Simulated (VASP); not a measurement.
Here is a VASP 6.6.1 calculation.

Contents of INCAR:

```
PREC = Accurate ; ENCUT = 520
EDIFF = 1E-6 ; ISMEAR = 0
SIGMA = 0.01 ; LREAL = F
LASPH = T ; NELM = 80
ALGO = Normal ; ISIF = 2
LWAVE = F ; LCHARG = F
GGA = PE ; NBANDS = 15
```

The input KPOINTS:

```
Automatic mesh
0
Gamma
  6 6 6
```

Contents of POSCAR:

```
CaO
1.0
    0.0627784168      2.4003897896      2.4003897896
    2.4003897896      0.0627784168      2.4003897896
    2.4003897896      2.4003897896      0.0627784168
Ca O
1 1
Direct
    0.0000000000      0.0000000000      0.0000000000
    0.5000000000      0.5000000000      0.5000000000
```

Potentials or basis: VASP PAW PBE potentials, release 64 (Ca_sv, O).

The run is started by

```sh
$ cat potpaw_PBE.64/Ca_sv/POTCAR potpaw_PBE.64/O/POTCAR > POTCAR
$ mpirun -np 1 vasp_std > vasp.out
```

**Question.** Estimate the pressure.

**Answer.** 7.7 GPa.

**Question.** What does it give for the band gap on the k mesh?

**Answer.** 3.56 eV, indirect (least direct gap 3.91 eV).

Stress tensor (GPa, compression positive):
```
 7.66 -2.15 -2.15
-2.15  7.66 -2.15
-2.15 -2.15  7.66
```

Caveat: the cell differs from its parent crystal (epitaxial 111 strain -2.5%). A k mesh can miss the band edges.
